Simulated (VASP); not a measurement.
Wanted: the native input for a VASP 6.6.1 run.

| Property | Result |
| --- | --- |
| Task | single point |
| Functional | PBE-based screened hybrid with 25 % exact exchange |
| Potentials or basis | VASP PAW PBE potentials, release 64 (Hf_pv, N) |
| Cutoff | 520 eV |
| k mesh | 5 × 5 × 4 |
| Occupations | fermi-dirac, width 0.05 eV |
| Spin | no spin polarisation |
| Dipole correction | no |
| Grid for exact exchange (PRECFOCK) | Normal |
| Share of exact exchange | 0.25 |
| Further INCAR settings | ALGO = Normal; EDIFF = 1e-06; NBANDS = 14 |
| Screening parameter | 0.3 1/Å |

The system is HfN.

```
Hf N
1.0
     3.57397    0.00000    0.00000
    -1.78698    3.09515    0.00000
     0.00000    0.00000    3.88035
Hf N
1 1
Direct
  0.00000 0.00000 0.50000
  0.00000 0.00000 0.00000
```

These files were run (other wordings do the same):

POSCAR

```
HfN
1.0
    3.5739747417     -0.0000030051      0.0000000000
   -1.7869847684      3.0951544214      0.0000000000
    0.0000000000      0.0000000000      3.8803541557
Hf N
1 1
Direct
    0.0000000000      0.0000000000      0.5000000000
    0.0000000000      0.0000000000      0.0000000000
```

INCAR.step1

```
ALGO = Normal ; EDIFF = 1E-5
ENCUT = 520 ; GGA = PE
ISIF = 2 ; ISMEAR = -1
LASPH = True ; LCHARG = False
LREAL = False ; LWAVE = True
NBANDS = 14 ; NELM = 100
PREC = Accurate ; SIGMA = 0.05
```

INCAR.step2

```
AEXX = 0.25 ; ALGO = Normal
EDIFF = 1E-6 ; ENCUT = 520
GGA = PE ; HFSCREEN = 0.3
ISIF = 2 ; ISMEAR = -1
ISTART = 1 ; LASPH = True
LCHARG = False ; LHFCALC = True
LREAL = False ; LWAVE = False
NBANDS = 14 ; NELM = 100
PREC = Accurate ; PRECFOCK = Normal
SIGMA = 0.05
```

KPOINTS

```
k-points
0
Gamma
  5 5 4
```

Potentials or basis: VASP PAW PBE potentials, release 64 (Hf_pv, N).

The run is started by

```console
$ cat potpaw_PBE.64/Hf_pv/POTCAR potpaw_PBE.64/N/POTCAR > POTCAR
$ cp INCAR.step1 INCAR
$ mpirun -np 1 vasp_std > vasp.out
$ cp INCAR.step2 INCAR
$ mpirun -np 1 vasp_std > vasp.out
```

It gave:

- Pressure: -0.7 GPa
- Band gap on the k mesh: zero (an odd number of electrons rules out a gap without spin polarisation)

Caveat: the k points lie up to 0.41 Å⁻¹ apart, too coarse for converged energies and pressures of a metal; the PAW data sets were made with another functional, which shifts forces and pressure a little; spin-orbit coupling is left out, which moves the levels of the heavy elements.

Run time: 21 min on 1 thread of AMD EPYC 7R43 64-Core Processor (Zen 3) (shared host), peak memory 0.24 GiB.
